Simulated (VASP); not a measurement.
Wanted: the native input for a VASP 6.6.1 run.

| Item | Value |
| --- | --- |
| Task | single point |
| Functional | LDA |
| Potentials or basis | VASP PAW PBE potentials, release 64 (Eu) |
| Cutoff | 520 eV |
| k mesh | 15 × 15 × 15 |
| Occupations | fermi-dirac, width 0.1 eV |
| Spin | collinear spin, ferromagnetic start |
| Starting moments | [7.0] μB |
| Dipole correction | no |
| Further INCAR settings | ALGO = Normal; EDIFF = 1e-07; NBANDS = 18 |

The structure of Eu lies in POSCAR:

```
Eu
1.0
    0.0000000000      2.1826557592      2.1826557592
    2.1826557592      0.0000000000      2.1826557592
    2.1826557592      2.1826557592      0.0000000000
Eu
1
Direct
    0.0000000000      0.0000000000      0.0000000000
```

One way to write it, as run:

INCAR

```
PREC = Accurate ; ENCUT = 520
EDIFF = 1E-7 ; ISMEAR = -1
SIGMA = 0.1 ; LREAL = F
LASPH = T ; NELM = 150
ALGO = Normal ; ISIF = 2
LWAVE = F ; LCHARG = F
ISPIN = 2 ; MAGMOM = 7
LORBIT = 11 ; LMAXMIX = 6
GGA = CA ; NBANDS = 18
```

KPOINTS

```
regular mesh
0
Gamma
  15 15 15
```

Potentials or basis: VASP PAW PBE potentials, release 64 (Eu).

Launch:

```sh
$ cat potpaw_PBE.64/Eu/POTCAR > POTCAR
$ mpirun -np 1 vasp_std > vasp.out
```

It gave:

The pressure is 21.8 GPa, the net moment is 6.91 μB per cell and the site moments are Eu +6.56 μB. The valence electrons inside the program's atomic spheres are Eu 15.09.

Caveat: the PAW data sets were made with another functional, which shifts forces and pressure a little.

Wall time 69 s on 1 thread of Intel(R) Xeon(R) Platinum 8488C (Sapphire Rapids), with other jobs on the host, peak memory 0.2 GiB.
